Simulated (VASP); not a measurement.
Wanted: the native input for a VASP 6.6.1 run.

```
Task                   : single point
Functional             : LDA
Potentials or basis    : VASP PAW LDA potentials, release 64 (Tl_d, Br)
Cutoff                 : 500 eV
k mesh                 : 4 × 4 × 4
Occupations            : gaussian, width 0.01 eV
Spin                   : no spin polarisation
Dipole correction      : no
Further INCAR settings : ALGO = Normal; EDIFF = 1e-06; NBANDS = 17
```

The structure of TlBr lies in POSCAR:

```
TlBr
1.0
    3.9800000000      0.0000000000      0.0000000000
    0.0000000000      3.9800000000      0.0000000000
    0.0000000000      0.0000000000      3.9800000000
Tl Br
1 1
Direct
    0.0000000000      0.0000000000      0.0000000000
    0.5000000000      0.5000000000      0.5000000000
```

The input as run:

INCAR

```
SYSTEM = TlBr
PREC = Accurate
ENCUT = 500
EDIFF = 1E-6
ISMEAR = 0
SIGMA = 0.01
LREAL = .False.
LASPH = .True.
NELM = 120
ALGO = Normal
ISIF = 2
LWAVE = .False.
LCHARG = .True.
GGA = CA
LELF = .True.
LVHAR = .True.
NBANDS = 17
GGA_COMPAT = .False.
```

KPOINTS

```
Automatic mesh
0
Gamma
  4 4 4
  0 0 0
```

Potentials or basis: VASP PAW LDA potentials, release 64 (Tl_d, Br).

Command:

```bash
$ cat potpaw_LDA.64/Tl_d/POTCAR potpaw_LDA.64/Br/POTCAR > POTCAR
$ mpirun -np 1 vasp_std > vasp.out
```

Results of the run:

```
Pressure               : -2.6 GPa
Band gap on the k mesh : 1.64 eV
```

Caveat: spin-orbit coupling is left out, which moves the levels of the heavy elements.

Wall time 7.1 s on 1 thread of AMD EPYC 7R13 Processor (Zen 3), with other jobs on the host, peak memory 0.12 GiB.
